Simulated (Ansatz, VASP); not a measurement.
# NaCl in VASP and in Ansatz

File INCAR:

```
ALGO = Normal
EDIFF = 1E-6
ENCUT = 520
GGA = PE
ISIF = 2
ISMEAR = 0
LASPH = True
LCHARG = False
LREAL = False
LWAVE = False
NBANDS = 14
NELM = 80
PREC = Accurate
SIGMA = 0.05
```

The input KPOINTS:

```
k-points
0
Gamma
  8 8 8
```

POSCAR

```
NaCl
1.0
    3.5530014741      0.0000000000      0.0000000000
    0.0000000000      3.5530014741      0.0000000000
    0.0000000000      0.0000000000      3.5530014741
Na Cl
1 1
Direct
    0.0000000000      0.0000000000      0.0000000000
    0.5000000000      0.5000000000      0.5000000000
```

Input for Ansatz:

```yaml
crystal:
  lattice:
    - [3.5530014741, 0.0, 0.0]
    - [0.0, 3.5530014741, 0.0]
    - [0.0, 0.0, 3.5530014741]
  atoms:
    - { symbol: Na, position: [0.0, 0.0, 0.0] }
    - { symbol: Cl, position: [0.5, 0.5, 0.5] }
basis:
  ecutwfc: 420
  ecutrho_ratio: 4
kpoints:
  mp_grid: { grid: [8, 8, 8] }
hamiltonian:
  xc: pbe
scf:
  occupations: { method: gaussian, width: 0.05 }
output:
  forces: true
  stress: true
  eigenvalues: true
```

Alike in both runs: task single point; functional PBE; k mesh 8 × 8 × 8; occupations gaussian, width 0.05 eV; no spin polarisation.

```csv
,VASP,Ansatz
version,VASP 6.6.1,Ansatz 0.2.0
potentials or method,"VASP PAW PBE potentials, release 64 (Na_pv, Cl), cutoff 520 eV","scalar-relativistic, plane waves, PAW"
valence electrons in the cell,14,16
```

|  | VASP | Ansatz | Ansatz less VASP |
| --- | --- | --- | --- |
| gap on the k mesh at the Fermi level (eV) | 3.84 | 3.84 | 0.000 |
| least direct gap on the mesh (eV) | 4.30 | 4.30 | 0.000 |
| pressure (GPa) | -1.0 | -0.9 | +0.04 |

VASP's potentials hold 14 valence electrons a cell and Ansatz's 16, so a difference there can come from the potentials and not from the codes.
